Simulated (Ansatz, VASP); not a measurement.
Si3IrRu in VASP and in Ansatz

```
CELL_PARAMETERS angstrom
-2.37503 2.37503 3.48419
2.37503 -2.37503 3.48419
2.37503 2.37503 -3.48419
ATOMIC_POSITIONS crystal
Si 0.91470 0.41470 0.50000
Si 0.58530 0.08530 0.50000
Si 0.00000 0.00000 0.00000
Ru 0.25000 0.75000 0.50000
Ir 0.50000 0.50000 0.00000
```

Alike in both runs: functional PBE; k mesh 5 × 5 × 5; occupations gaussian, width 0.2 eV; no spin polarisation.

Ansatz relaxed the structure, and its values are those at the end. VASP's run is a single point on that final structure, the one shown.

```csv
,VASP,Ansatz
version,VASP 6.6.1,Ansatz 0.2.0
potentials or method,"VASP PAW PBE potentials, release 64 (Si, Ru_pv, Ir), cutoff 500 eV","scalar-relativistic, plane waves, PAW"
valence electrons in the cell,35,45
```

```csv
,VASP,Ansatz,Ansatz less VASP
gap on the k mesh at the Fermi level (eV),none,none,-
pressure (GPa),0.4,0.3,-0.11
rms of the force components (eV/Å),0.011,0.002,-0.0093
```

A gap of «none» marks a metal or a gap that the smearing closes. VASP's potentials hold 35 valence electrons a cell and Ansatz's 45, so a difference there can come from the potentials and not from the codes.

The k mesh is coarse, so the values compare programs but aren't converged. Neither program's run includes spin-orbit coupling.
